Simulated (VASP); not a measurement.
Here is a VASP 6.6.1 calculation.

Contents of INCAR:

```
  PREC = Accurate
  ENCUT = 520
  EDIFF = 1E-6
  ISMEAR = -1
  SIGMA = 0.05
  LREAL = False
  LASPH = True
  NELM = 100
  ALGO = Normal
  ISIF = 2
  LWAVE = False
  LCHARG = False
  GGA = PE
  NBANDS = 20
```

File KPOINTS:

```
Automatic mesh
0
Gamma
  11 11 6
```

Contents of POSCAR:

```
AgRh
1.0
    2.8320645439      0.0000000000      0.0000000000
   -1.4160322720      2.4526398402      0.0000000000
    0.0000000000      0.0000000000      4.9029122571
Ag Rh
1 1
Direct
    0.0000000000      0.0000000000      0.5000000000
    0.6666666667      0.3333333333      0.0000000000
```

Potentials or basis: VASP PAW PBE potentials, release 64 (Ag, Rh_pv).

The run is started by

```sh
$ cat potpaw_PBE.64/Ag/POTCAR potpaw_PBE.64/Rh_pv/POTCAR > POTCAR
$ mpirun -np 1 vasp_std > vasp.out
```

Task: What does it give for the pressure?

Result: -9.6 GPa.

Task: Estimate the band gap on the k mesh.

Result: Zero (band 13 reaches 8.92 eV, above the bottom of band 14 at 7.74 eV).

Stress tensor (GPa, compression positive):
```
-9.75  0.00  0.00
 0.00 -9.75  0.00
 0.00  0.00 -9.20
```
